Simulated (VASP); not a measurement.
# RbCl (Fm-3m) in VASP: notebook, part 2 of 2

VASP 6.6.1.

### Step 3. Single point, LDA

This run uses another cell than the first one, of 34.04 Å³/atom, 1.032 times its volume.

Input file INCAR:

```
SYSTEM = RbCl
PREC = Accurate
ENCUT = 500
EDIFF = 1E-6
ISMEAR = -1
SIGMA = 0.1
LREAL = .FALSE.
LASPH = .TRUE.
NELM = 120
ALGO = Normal
ISIF = 2
LWAVE = .FALSE.
LCHARG = .TRUE.
GGA = CA
LELF = .TRUE.
LVHAR = .TRUE.
NBANDS = 15
GGA_COMPAT = .FALSE.
```

Input file KPOINTS:

```
Automatic mesh
0
G
  5 5 5
  0 0 0
```

Input file POSCAR:

```
RbCl
1.0
    0.0000000000      3.2409270317      3.2409270317
    3.2409270317      0.0000000000      3.2409270317
    3.2409270317      3.2409270317      0.0000000000
Rb Cl
1 1
Direct
    0.0000000000      0.0000000000      0.0000000000
    0.5000000000      0.5000000000      0.5000000000
```

Potentials or basis: VASP PAW LDA potentials, release 64 (Rb_sv, Cl).

Run with:

```
$ cat potpaw_LDA.64/Rb_sv/POTCAR potpaw_LDA.64/Cl/POTCAR > POTCAR
$ mpirun -np 1 vasp_std > vasp.out
```

OUTCAR:

```text
SYSTEM = RbCl
   PREC = Accurate
   ENCUT = 500
   EDIFF = 1E-6
   ISMEAR = -1
   LREAL = .FALSE.
   LASPH = .TRUE.
   NELM = 120
   ISIF = 2
   GGA = CA

 ion  position               nearest neighbor table
   1  0.000  0.000  0.000-   2 3.24   2 3.24   2 3.24   2 3.24   2 3.24   2 3.24
   2  0.500  0.500  0.500-   1 3.24   1 3.24   1 3.24   1 3.24   1 3.24   1 3.24

  LATTYP: Found a face centered cubic cell.
 ALAT       =     6.4818540634

  Lattice vectors:

 A1 = (   0.0000000000,   3.2409270317,   3.2409270317)
 A2 = (   3.2409270317,   0.0000000000,   3.2409270317)
 A3 = (   3.2409270317,   3.2409270317,   0.0000000000)

Analysis of symmetry for initial positions (statically):
=====================================================================
 Subroutine PRICEL returns:
 Original cell was already a primitive cell.

 Routine SETGRP: Setting up the symmetry group for a
 face centered cubic supercell.

 Subroutine GETGRP returns: Found 48 space group operations
 (whereof 48 operations were pure point group operations)
 out of a pool of 48 trial point group operations.

The static configuration has the point symmetry O_h .

Analysis of symmetry for dynamics (positions and initial velocities):
=====================================================================
 Subroutine PRICEL returns:
 Original cell was already a primitive cell.

 Routine SETGRP: Setting up the symmetry group for a
 face centered cubic supercell.

 Subroutine GETGRP returns: Found 48 space group operations
 (whereof 48 operations were pure point group operations)
 out of a pool of 48 trial point group operations.

The dynamic configuration has the point symmetry O_h .

 Subroutine INISYM returns: Found 48 space group operations
 (whereof 48 operations are pure point group operations),
 and found     1 'primitive' translations

----------------------------------------------------------------------------------------

                                     Primitive cell
[... 105 lines left out ...]
   LEPSILON=     F    determine dielectric tensor
   LRPA    =     F    only Hartree local field effects (RPA)
 non-spin polarized calculation
  energy-cutoff  :      500.00
  volume of cell :       68.08
 maximum number of plane-waves:      1759
 NGX is ok and might be reduce to    36
   NGX = 17   NGY = 17   NGZ = 17

 number of electron      16.0000001 magnetization

 Free energy of the ion-electron system (eV)
  ---------------------------------------------------
  ext. energy  EPLUGINS =         0.00000000
  ---------------------------------------------------
  free energy    TOTEN  =        -7.25889499 eV

  energy without entropy =       -7.25889498  energy(sigma->0) =       -7.25889499

 E-fermi :   0.2929     XC(G=0):  -8.0895

 val. band max:       -1.9657825213   @ k =   0.0000   0.0000   0.0000
 cond. band min:       2.7309289655   @ k =   0.0000   0.0000   0.0000
 fundamental gap:      4.6967114868
 Fermi energy:         0.2928600226

 k-point     1 :       0.0000    0.0000    0.0000
  band No.  band energies     occupation
      1     -25.6473      2.00000
      2     -13.9114      2.00000
      3      -9.7614      2.00000
      4      -9.7614      2.00000
      5      -9.7614      2.00000
      6      -1.9658      2.00000
      7      -1.9658      2.00000
      8      -1.9658      2.00000
      9       2.7309      0.00000
     10       5.7666      0.00000
     11       5.7666      0.00000
     12       5.7666      0.00000
     13       6.8443      0.00000
     14       6.8443      0.00000
[... 149 lines left out ...]
      2     -13.9120      2.00000
      3      -9.9534      2.00000
      4      -9.9468      2.00000
      5      -9.7552      2.00000
      6      -2.5369      2.00000
      7      -2.2932      2.00000
      8      -2.1750      2.00000
      9       4.9867      0.00000
     10       5.7706      0.00000
     11       7.1477      0.00000
     12       8.0363      0.00000
     13       9.0255      0.00000
     14       9.1909      0.00000
     15      10.1438      0.00000

------------------------ aborting loop because EDIFF is reached ----------------------------------------

  FORCE on cell =-STRESS in cart. coord.  units (eV):
  Direction    XX          YY          ZZ          XY          YZ          ZX
  --------------------------------------------------------------------------------------
  -------------------------------------------------------------------------------------
  Total       -0.3886176     -0.3886176     -0.3886176      0.0000000      0.0000000      0.0000000
  in kB       -9.1452442     -9.1452442     -9.1452442      0.0000000      0.0000000      0.0000000
  external PRESSURE =      -9.1452442 kB  Pullay stress =       0.0000000 kB

 VOLUME and BASIS-vectors are now :
 -----------------------------------------------------------------------------
  energy-cutoff  :      500.00
  volume of cell :       68.08
      direct lattice vectors                 reciprocal lattice vectors
     0.000000000  3.240927032  3.240927032    -0.154276846  0.154276846  0.154276846
     3.240927032  0.000000000  3.240927032     0.154276846 -0.154276846  0.154276846
     3.240927032  3.240927032  0.000000000     0.154276846  0.154276846 -0.154276846

 POSITION                                       TOTAL-FORCE (eV/Angst)
 -----------------------------------------------------------------------------------
      0.00000      0.00000      0.00000        -0.000000      0.000000     -0.000000
      3.24093      3.24093      3.24093         0.000000     -0.000000      0.000000
 -----------------------------------------------------------------------------------
    total drift:                                0.000000      0.000000      0.000000

  FREE ENERGIE OF THE ION-ELECTRON SYSTEM (eV)
  ---------------------------------------------------
  free  energy   TOTEN  =        -7.2588949852 eV

  energy  without entropy=       -7.2588949850  energy(sigma->0) =       -7.25889499
```

stdout:

```text
POSCAR found type information on POSCAR RbCl
 POSCAR found :  2 types and       2 ions
 scaLAPACK will be used
 LDA part: xc-table for (Slater(with rela. corr.)+CA(PZ))
 , standard interpolation
 POSCAR, INCAR and KPOINTS ok, starting setup
 FFT: planning ... GRIDC
 FFT: planning ... GRID_SOFT
 FFT: planning ... GRID
 WAVECAR not read
 entering main loop
```

Wall time 22 s (1 thread of Intel Xeon 8259CL, shared host); peak memory 0.17 GiB.

Results:

| Item | Value |
| --- | --- |
| Free energy | -7.2589 eV |
| Pressure | -0.9 GPa |
| Band gap on the k mesh | 4.70 eV, direct |

LDA gaps usually lie below the measured ones, often by a third to a half.

### Step 4. Single point, LDA

This run uses another cell than the first one, of 36.15 Å³/atom, 1.096 times its volume.

Input file INCAR:

```
SYSTEM = RbCl
PREC = Accurate ; ENCUT = 500
EDIFF = 1E-6 ; ISMEAR = -1
SIGMA = 0.1 ; LREAL = .FALSE.
LASPH = .TRUE. ; NELM = 120
ALGO = Normal ; ISIF = 2
LWAVE = .FALSE. ; LCHARG = .FALSE.
NBANDS = 15 ; GGA_COMPAT = .FALSE.
```

KPOINTS is that of step 3.

Input file POSCAR:

```
RbCl
1.0
    0.0000000000      3.3064179499      3.3064179499
    3.3064179499      0.0000000000      3.3064179499
    3.3064179499      3.3064179499      0.0000000000
Rb Cl
1 1
Direct
    0.0000000000      0.0000000000      0.0000000000
    0.5000000000      0.5000000000      0.5000000000
```

Run with:

```
$ cat potpaw_LDA.64/Rb_sv/POTCAR potpaw_LDA.64/Cl/POTCAR > POTCAR
$ mpirun -np 1 vasp_std > vasp.out
```

Run time: 22 s. Hardware: 1 thread of Intel Xeon 8259CL, shared host; peak memory 0.17 GiB.

It converged, with:

| Quantity | Value |
| --- | --- |
| Free energy | -7.2237 eV |
| Pressure | -1.8 GPa |
| Band gap on the k mesh | 4.51 eV, direct |

Levels at points of the mesh, in eV from the valence-band top:
```csv
k point,band 4,band 5,band 6,band 7,band 8,band 9,band 10,band 11,band 12,band 13
"(0.00, 0.00, 0.00)",-7.93,-7.93,0.00,0.00,0.00,4.51,7.70,7.70,7.70,8.73
```

### Step 5. Single point, LDA

This run uses another cell than the first one, of 37.20 Å³/atom, 1.128 times its volume.

INCAR: that of step 4 with these lines changed.

```diff
@@ -6,3 +6,4 @@
 ALGO = Normal ; ISIF = 2
-LWAVE = .FALSE. ; LCHARG = .FALSE.
+LWAVE = .FALSE. ; LCHARG = .TRUE.
+LELF = .TRUE. ; LVHAR = .TRUE.
 NBANDS = 15 ; GGA_COMPAT = .FALSE.
```

Input file KPOINTS:

```
regular mesh
0
G
  5 5 5
  0 0 0
```

Input file POSCAR:

```
RbCl
1.0
    0.0000000000      3.3382123806      3.3382123806
    3.3382123806      0.0000000000      3.3382123806
    3.3382123806      3.3382123806      0.0000000000
Rb Cl
1 1
Direct
    0.0000000000      0.0000000000      0.0000000000
    0.5000000000      0.5000000000      0.5000000000
```

Potentials or basis: VASP PAW LDA potentials, release 64 (Rb_sv, Cl).

Run with:

```
$ cat potpaw_LDA.64/Rb_sv/POTCAR potpaw_LDA.64/Cl/POTCAR > POTCAR
$ mpirun -np 1 vasp_std > vasp.out
```

OUTCAR:

```text
SYSTEM = RbCl
   PREC = Accurate
   ENCUT = 500
   EDIFF = 1E-6
   ISMEAR = -1
   LREAL = .FALSE.
   LASPH = .TRUE.
   NELM = 120
   ISIF = 2

 ion  position               nearest neighbor table
   1  0.000  0.000  0.000-   2 3.34   2 3.34   2 3.34   2 3.34   2 3.34   2 3.34
   2  0.500  0.500  0.500-   1 3.34   1 3.34   1 3.34   1 3.34   1 3.34   1 3.34

  LATTYP: Found a face centered cubic cell.
 ALAT       =     6.6764247612

  Lattice vectors:

 A1 = (   0.0000000000,   3.3382123806,   3.3382123806)
 A2 = (   3.3382123806,   0.0000000000,   3.3382123806)
 A3 = (   3.3382123806,   3.3382123806,   0.0000000000)

Analysis of symmetry for initial positions (statically):
=====================================================================
 Subroutine PRICEL returns:
 Original cell was already a primitive cell.

 Routine SETGRP: Setting up the symmetry group for a
 face centered cubic supercell.

 Subroutine GETGRP returns: Found 48 space group operations
 (whereof 48 operations were pure point group operations)
 out of a pool of 48 trial point group operations.

The static configuration has the point symmetry O_h .

Analysis of symmetry for dynamics (positions and initial velocities):
[... 162 lines left out ...]
     10       5.3817      0.00000
     11       5.3817      0.00000
     12       5.3817      0.00000
     13       6.3926      0.00000
     14       6.3926      0.00000
[... 149 lines left out ...]
      2     -14.1571      2.00000
      3     -10.4370      2.00000
      4     -10.4309      2.00000
      5     -10.2990      2.00000
      6      -2.8011      2.00000
      7      -2.5921      2.00000
      8      -2.5106      2.00000
      9       4.5909      0.00000
     10       5.1393      0.00000
     11       6.4806      0.00000
     12       7.2272      0.00000
     13       8.3276      0.00000
     14       8.4337      0.00000
     15       9.2892      0.00000

------------------------ aborting loop because EDIFF is reached ----------------------------------------

  FORCE on cell =-STRESS in cart. coord.  units (eV):
  Direction    XX          YY          ZZ          XY          YZ          ZX
  --------------------------------------------------------------------------------------
  -------------------------------------------------------------------------------------
  Total       -0.9759089     -0.9759089     -0.9759089      0.0000000      0.0000000      0.0000000
  in kB      -21.0158984    -21.0158984    -21.0158984      0.0000000      0.0000000      0.0000000
  external PRESSURE =     -21.0158984 kB  Pullay stress =       0.0000000 kB

 VOLUME and BASIS-vectors are now :
 -----------------------------------------------------------------------------
  energy-cutoff  :      500.00
  volume of cell :       74.40
      direct lattice vectors                 reciprocal lattice vectors
     0.000000000  3.338212381  3.338212381    -0.149780764  0.149780764  0.149780764
     3.338212381  0.000000000  3.338212381     0.149780764 -0.149780764  0.149780764
     3.338212381  3.338212381  0.000000000     0.149780764  0.149780764 -0.149780764

 POSITION                                       TOTAL-FORCE (eV/Angst)
 -----------------------------------------------------------------------------------
      0.00000      0.00000      0.00000         0.000000      0.000000     -0.000000
      3.33821      3.33821      3.33821        -0.000000     -0.000000      0.000000
 -----------------------------------------------------------------------------------
    total drift:                                0.000000      0.000000      0.000000

  FREE ENERGIE OF THE ION-ELECTRON SYSTEM (eV)
  ---------------------------------------------------
  free  energy   TOTEN  =        -7.1985885527 eV

  energy  without entropy=       -7.1985885525  energy(sigma->0) =       -7.19858855
```

stdout:

```text
POSCAR found type information on POSCAR RbCl
 POSCAR found :  2 types and       2 ions
 scaLAPACK will be used
 LDA part: xc-table for (Slater(with rela. corr.)+CA(PZ))
 , standard interpolation
 POSCAR, INCAR and KPOINTS ok, starting setup
 FFT: planning ... GRIDC
 FFT: planning ... GRID_SOFT
 FFT: planning ... GRID
 WAVECAR not read
 entering main loop
```

It took 23 s on 1 thread of Intel Xeon 8259CL, shared host; peak memory 0.17 GiB.

Results:

```
Free energy            : -7.1986 eV
Pressure               : -2.1 GPa
Band gap on the k mesh : 4.43 eV, direct
```

Expect the measured gap to be larger: semilocal functionals such as LDA lack the derivative discontinuity.

### Step 6. The runs side by side

| cell | gap on the mesh (eV) | pressure (GPa) |
| --- | --- | --- |
| a = 4.536 Å, angles 60.0°, 2 atoms | 4.80 | -0.3 |
| a = 4.583 Å, angles 60.0°, 2 atoms | 4.70 | -0.9 |
| a = 4.676 Å, angles 60.0°, 2 atoms | 4.51 | -1.8 |
| a = 4.721 Å, angles 60.0°, 2 atoms | 4.43 | -2.1 |

Alike in all rows: task single point; level LDA; potentials or basis VASP PAW LDA potentials, release 64 (Rb_sv, Cl); no spin polarisation; k mesh 5 × 5 × 5; cutoff (eV) 500; smearing fermi-dirac 0.1 eV.

Total energies depend on the potentials used, so only differences within one code and one set of settings carry meaning.
